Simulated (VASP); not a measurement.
# ZrS2 (P-3m1) in VASP: relaxation of the atoms with r2SCAN

Aim: the relaxation of the atoms of ZrS2 with r2SCAN.

All numbers are computed with VASP 6.6.1; they aren't measurements. Logs are shortened: lines on timing, memory, paths and dates and some standing lists are left out, and cuts for length are marked.

### 1 The cell of the first run

The structure is trigonal, space group P-3m1 (No. 164). The conventional cell has a = 3.691 Å, b = 3.691 Å, c = 6.041 Å, α = 90.00°, β = 90.00°, γ = 120.00°. Within 3.4 Å of Zr (site symmetry -3m) lie 6 S at 2.57 Å. S (site symmetry 3m) has 3 Zr at 2.57 Å within 3.4 Å.

### 2 Relaxation of the atoms, r2SCAN

POSCAR reads:

```
ZrS2
1.0
    3.6913825498      0.0000000000      0.0000000000
   -1.8456912749      3.1968310632      0.0000000000
    0.0000000000      0.0000000000      6.0410770100
Zr S
1 2
Direct
    0.0000000000      0.0000000000      0.0000000000
    0.6666666667      0.3333333333      0.7620900300
    0.3333333333      0.6666666667      0.2379099700
```

INCAR.step1 reads:

```
  PREC = Accurate
  ENCUT = 500
  ISMEAR = -1
  SIGMA = 0.01
  LREAL = F
  LASPH = T
  NELM = 120
  GGA = PE
  ALGO = Normal
  EDIFF = 1E-5
  LWAVE = T
  LCHARG = F
  GGA_COMPAT = F
  IBRION = 2
  EDIFFG = -0.01
  NELMIN = 4
  NSW = 100
```

INCAR.step2 reads:

```
  PREC = Accurate
  ENCUT = 500
  EDIFF = 1E-7
  ISMEAR = -1
  SIGMA = 0.01
  LREAL = F
  LASPH = T
  NELM = 120
  ALGO = Normal
  ISIF = 2
  LWAVE = F
  LCHARG = F
  METAGGA = R2SCAN
  LMIXTAU = T
  IBRION = 2
  NSW = 80
  EDIFFG = -0.02
  ISTART = 1
  GGA_COMPAT = F
  NELMIN = 4
```

KPOINTS reads:

```
regular mesh
0
Gamma
  10 10 6
```

Potentials or basis: VASP PAW PBE potentials, release 64 (Zr_sv, S).

On the command line:

```bash
$ cat potpaw_PBE.64/Zr_sv/POTCAR potpaw_PBE.64/S/POTCAR > POTCAR
$ cp INCAR.step1 INCAR
$ mpirun -np 1 vasp_std > vasp.out
$ cp INCAR.step2 INCAR
$ mpirun -np 1 vasp_std > vasp.out
```

OUTCAR:

```text
PREC = Accurate
   ENCUT = 500
   EDIFF = 1E-7
   ISMEAR = -1
   LREAL = F
   LASPH = T
   NELM = 120
   ISIF = 2
   METAGGA = R2SCAN
   IBRION = 2
   NSW = 80
   EDIFFG = -0.02
   ISTART = 1
   NELMIN = 4

 ion  position               nearest neighbor table
   1  0.000  0.000  0.000-   2 2.57   3 2.57   3 2.57   2 2.57   2 2.57   3 2.57
   2  0.667  0.333  0.762-   1 2.57   1 2.57   1 2.57
   3  0.333  0.667  0.238-   1 2.57   1 2.57   1 2.57

  LATTYP: Found a hexagonal cell.
 ALAT       =     3.6913825498
 C/A-ratio  =     1.6365350728

  Lattice vectors:

 A1 = (   3.6913825498,   0.0000000000,   0.0000000000)
 A2 = (  -1.8456912749,   3.1968310632,   0.0000000000)
 A3 = (   0.0000000000,   0.0000000000,   6.0410770100)

Analysis of symmetry for initial positions (statically):
=====================================================================
 Subroutine PRICEL returns:
 Original cell was already a primitive cell.

 Routine SETGRP: Setting up the symmetry group for a
 hexagonal supercell.

 Subroutine GETGRP returns: Found 12 space group operations
 (whereof 12 operations were pure point group operations)
 out of a pool of 24 trial point group operations.

The static configuration has the point symmetry D_3d.

Analysis of symmetry for dynamics (positions and initial velocities):
=====================================================================
 Subroutine PRICEL returns:
 Original cell was already a primitive cell.

 Routine SETGRP: Setting up the symmetry group for a
 hexagonal supercell.

 Subroutine GETGRP returns: Found 12 space group operations
 (whereof 12 operations were pure point group operations)
 out of a pool of 24 trial point group operations.

The dynamic configuration has the point symmetry D_3d.

 Subroutine INISYM returns: Found 12 space group operations
 (whereof 12 operations are pure point group operations),
 and found     1 'primitive' translations

----------------------------------------------------------------------------------------

                                     Primitive cell

  volume of cell :      71.2891

  direct lattice vectors                    reciprocal lattice vectors
     3.691382550  0.000000000  0.000000000     0.270901210  0.156404887  0.000000000
    -1.845691275  3.196831063  0.000000000     0.000000000  0.312809773  0.000000000
     0.000000000  0.000000000  6.041077010     0.000000000  0.000000000  0.165533397

  length of vectors
     3.691382550  3.691382550  6.041077010     0.312809773  0.312809773  0.165533397

  position of ions in fractional coordinates (direct lattice)
     0.000000000  0.000000000  0.000000000
     0.666666667  0.333333333  0.762090030
     0.333333333  0.666666667  0.237909970

  ion indices of the primitive-cell ions
   primitive index   ion index
                 1           1
                 2           2
                 3           3

----------------------------------------------------------------------------------------

 KPOINTS: regular mesh

Automatic generation of k-mesh.
 Grid dimensions read from file:
 generate k-points for:   10   10    6

 Generating k-lattice:

  Cartesian coordinates                     Fractional coordinates (reciprocal lattice)
     0.027090121  0.015640489  0.000000000     0.100000000 -0.000000000  0.000000000
     0.000000000  0.031280977  0.000000000     0.000000000  0.100000000  0.000000000
     0.000000000  0.000000000  0.027588900     0.000000000  0.000000000  0.166666667

  Length of vectors
     0.031280977  0.031280977  0.027588900

  Shift w.r.t. Gamma in fractional coordinates (k-lattice)
     0.000000000  0.000000000  0.000000000

 Subroutine IBZKPT returns following result:
 ===========================================

 Found     72 irreducible k-points:

 Following reciprocal coordinates:
            Coordinates               Weight
  0.000000  0.000000  0.000000      1.000000
  0.100000  0.000000  0.000000      6.000000
  0.200000  0.000000  0.000000      6.000000
  0.300000  0.000000  0.000000      6.000000
  0.400000  0.000000  0.000000      6.000000
  0.500000  0.000000  0.000000      3.000000
[... 16 lines left out ...]
  0.000000  0.400000  0.166667      6.000000
  0.500000  0.000000  0.166667      6.000000
 [... further k-points ...]
   k-points           NKPTS =     72   k-points in BZ     NKDIM =     72   number of bands    NBANDS=     16
   number of dos      NEDOS =    301   number of ions     NIONS =      3
   total plane-waves  NPLWV =  37632
   dimension x,y,z NGX =    28 NGY =   28 NGZ =   48
   dimension x,y,z NGXF=    56 NGYF=   56 NGZF=   96
   ions per type =               1   2
   NGX,Y,Z   is equivalent  to a cutoff of  12.61, 12.61, 13.21 a.u.
   NGXF,Y,Z  is equivalent  to a cutoff of  25.22, 25.22, 26.42 a.u.
 SYSTEM =  unknown system
   PREC   = accura    normal or accurate (medium, high low for compatibility)
   ISTART =      1    job   : 0-new  1-cont  2-samecut
   ICHARG =      0    charge: 1-file 2-atom 10-const
   ISPIN  =      1    spin polarized calculation?
   LNONCOLLINEAR =      F non collinear calculations
   LSORBIT =      F    spin-orbit coupling
   LASPH  =      T    aspherical Exc in radial PAW
   ENCUT  =  500.0 eV  36.75 Ry    6.06 a.u.   6.73  6.73 11.01*2*pi/ulx,y,z
   NELM   =    120;   NELMIN=  4; NELMDL=  0     # of ELM steps
   EDIFF  = 0.1E-06   stopping-criterion for ELM
   LREAL  =      F    real-space projection
   EDIFFG = -.2E-01   stopping-criterion for IOM
   NSW    =     80    number of steps for IOM
   IBRION =      2    ionic relax: 0-MD 1-quasi-New 2-CG
   NFREE  =      1    steps in history (QN), initial steepest desc. (CG)
   ISIF   =      2    stress and relaxation
   ISYM   =      2    0-nonsym 1-usesym 2-fastsym
   POTIM  = 0.5000    time-step for ionic-motion
   TEBEG  =    0.0;   TEEND  =   0.0 temperature during run
   PSTRESS=    0.0 pullay stress
   NELECT =      24.0000    total number of electrons
   NUPDOWN=      -1.0000    fix difference up-down
   EMIN   =  10.00;   EMAX   =-10.00  energy-range for DOS
   EFERMI =   0.00;   METHOD = LEGACY
   ISMEAR =    -1;   SIGMA  =   0.01  broadening in eV -4-tet -1-fermi 0-gaus
   EFERMI_NEDOS =   21; number of points for ismear=-14 and -15
   IALGO  =     38    algorithm
   IMIX   =      4    mixing-type and parameters
     AMIX     =   0.40;   BMIX     =  1.00
     AMIX_MAG =   1.60;   BMIX_MAG =  1.00
  volume/ion in A,a.u.               =      23.76       160.36
  Fermi-wavevector in a.u.,A,eV,Ry     =   1.138861  2.152136 17.646828  1.297005
  Thomas-Fermi vector in A             =   2.275565
   LORBIT       =      0    0 simple, 1 ext, 2 COOP (PROOUT), +10 PAW based schemes
   METAGGA = R2SCAN    functional components
   LHFCALC =     F    Hartree Fock is set to
   AEXX    =    0.0000 exact exchange contribution
   IVDW    =     0    specifies the selected vdW correction
   LEPSILON=     F    determine dielectric tensor
   LRPA    =     F    only Hartree local field effects (RPA)
 conjugate gradient relaxation of ions
 non-spin polarized calculation
  energy-cutoff  :      500.00
  volume of cell :       71.29
 maximum number of plane-waves:      1834
 NGX is ok and might be reduce to    28
   NGX = 13   NGY = 13   NGZ = 23

 number of electron      23.9999999 magnetization

 Free energy of the ion-electron system (eV)
  ---------------------------------------------------
  ext. energy  EPLUGINS =         0.00000000
  ---------------------------------------------------
  free energy    TOTEN  =       -44.16250696 eV

  energy without entropy =      -44.16250696  energy(sigma->0) =      -44.16250696

 E-fermi :   4.0904     XC(G=0):  -9.8480

 val. band max:        3.8968079938   @ k =   0.1000   0.0000   0.0000
 cond. band min:       5.2397062913   @ k =   0.5000   0.0000   0.5000
 fundamental gap:      1.3428982974
 Fermi energy:         4.0903782798

 k-point     1 :       0.0000    0.0000    0.0000
  band No.  band energies     occupation
      1     -46.7511      2.00000
      2     -24.1014      2.00000
      3     -23.9497      2.00000
      4     -23.9497      2.00000
      5      -9.2152      2.00000
      6      -7.7679      2.00000
[... 8 lines left out ...]
     15       6.7028      0.00000
     16       9.2483      0.00000

 k-point     2 :       0.1000    0.0000    0.0000
  band No.  band energies     occupation
      1     -46.7493      2.00000
      2     -24.0959      2.00000
      3     -23.9748      2.00000
      4     -23.9550      2.00000
      5      -9.1113      2.00000
      6      -7.7960      2.00000
[... 8 lines left out ...]
     15       6.7986      0.00000
     16       8.9418      0.00000

 k-point     3 :       0.2000    0.0000    0.0000
  band No.  band energies     occupation
      1     -46.7447      2.00000
      2     -24.0818      2.00000
      3     -24.0393      2.00000
      4     -23.9689      2.00000
      5      -8.8314      2.00000
      6      -7.8661      2.00000
[... 8 lines left out ...]
     15       7.1015      0.00000
     16       8.9133      0.00000

 k-point     4 :       0.3000    0.0000    0.0000
  band No.  band energies     occupation
      1     -46.7390      2.00000
      2     -24.1197      2.00000
      3     -24.0622      2.00000
      4     -23.9859      2.00000
      5      -8.4804      2.00000
      6      -7.9278      2.00000
[... 8 lines left out ...]
     15       7.4924      0.00000
     16       9.4029      0.00000
[... 324 lines left out ...]
 k-point    22 :       0.4000    0.0000    0.1667
  band No.  band energies     occupation
      1     -46.7344      2.00000
      2     -24.1821      2.00000
      3     -24.0478      2.00000
      4     -23.9997      2.00000
      5      -8.2343      2.00000
      6      -7.9120      2.00000
[... 8 lines left out ...]
     15       7.7095      0.00000
     16       9.7653      0.00000

 k-point    23 :       0.0000    0.4000    0.1667
  band No.  band energies     occupation
      1     -46.7344      2.00000
      2     -24.1821      2.00000
      3     -24.0478      2.00000
      4     -23.9997      2.00000
      5      -8.3152      2.00000
      6      -7.8135      2.00000
[... 8 lines left out ...]
     15       7.7875      0.00000
     16       9.6305      0.00000

 k-point    24 :       0.5000    0.0000    0.1667
  band No.  band energies     occupation
      1     -46.7326      2.00000
      2     -24.2058      2.00000
      3     -24.0422      2.00000
      4     -24.0049      2.00000
      5      -8.2611      2.00000
      6      -7.7618      2.00000
[... 8 lines left out ...]
     15       7.8049      0.00000
     16       9.8267      0.00000

 [... further k-points ...]

------------------------ aborting loop because EDIFF is reached ----------------------------------------

  FORCE on cell =-STRESS in cart. coord.  units (eV):
  Direction    XX          YY          ZZ          XY          YZ          ZX
  --------------------------------------------------------------------------------------
  -------------------------------------------------------------------------------------
  Total       -0.0462623     -0.0462623      0.0221052      0.0000000     -0.0000000      0.0000000
  in kB       -1.0397168     -1.0397168      0.4968005      0.0000000     -0.0000000      0.0000000
  external PRESSURE =      -0.5275443 kB  Pullay stress =       0.0000000 kB

 VOLUME and BASIS-vectors are now :
 -----------------------------------------------------------------------------
  energy-cutoff  :      500.00
  volume of cell :       71.29
      direct lattice vectors                 reciprocal lattice vectors
     3.691382550  0.000000000  0.000000000     0.270901210  0.156404887  0.000000000
    -1.845691275  3.196831063  0.000000000     0.000000000  0.312809773  0.000000000
     0.000000000  0.000000000  6.041077010     0.000000000  0.000000000  0.165533397

 POSITION                                       TOTAL-FORCE (eV/Angst)
 -----------------------------------------------------------------------------------
      0.00000      0.00000      0.00000         0.000000      0.000000      0.000000
      1.84569      1.06561      4.60384        -0.000000      0.000000      0.016211
     -0.00000      2.13122      1.43723         0.000000     -0.000000     -0.016211
 -----------------------------------------------------------------------------------
    total drift:                                0.000000      0.000000      0.000000

  FREE ENERGIE OF THE ION-ELECTRON SYSTEM (eV)
  ---------------------------------------------------
  free  energy   TOTEN  =       -44.1625069554 eV

  energy  without entropy=      -44.1625069554  energy(sigma->0) =      -44.16250696

 reached required accuracy - stopping structural energy minimisation
```

It took 13 min on 1 thread of Oxide Virtual Turin-like, shared host; peak memory 0.21 GiB.

What came out:

* Free energy: -44.1625 eV
* Pressure after relaxing: -0.1 GPa
* Largest force after relaxing: 0.016 eV/Å
* Band gap on the k mesh: 1.34 eV (least direct gap 1.96 eV)

Forces in eV/Å, atoms in the order of the input:
```
Zr   0.000  0.000  0.000
S    0.000  0.000  0.016
S    0.000  0.000 -0.016
```

Stress tensor (GPa, compression positive):
```
-0.10  0.00  0.00
 0.00 -0.10  0.00
 0.00  0.00  0.05
```

Final structure:
```cif
data_structure
_symmetry_space_group_name_H-M 'P 1'
_symmetry_Int_Tables_number 1
_cell_length_a 3.6914
_cell_length_b 3.6914
_cell_length_c 6.0411
_cell_angle_alpha 90.000
_cell_angle_beta 90.000
_cell_angle_gamma 120.000
_cell_volume 71.29
loop_
_atom_site_label
_atom_site_type_symbol
_atom_site_fract_x
_atom_site_fract_y
_atom_site_fract_z
_atom_site_occupancy
Zr1 Zr 0.00000 0.00000 0.00000 1
S1 S 0.66667 0.33333 0.76209 1
S2 S 0.33333 0.66667 0.23791 1
```

Caveat: the relaxation stopped at its first step, so nothing moved; the PAW data sets were made with another functional, which shifts forces and pressure a little.
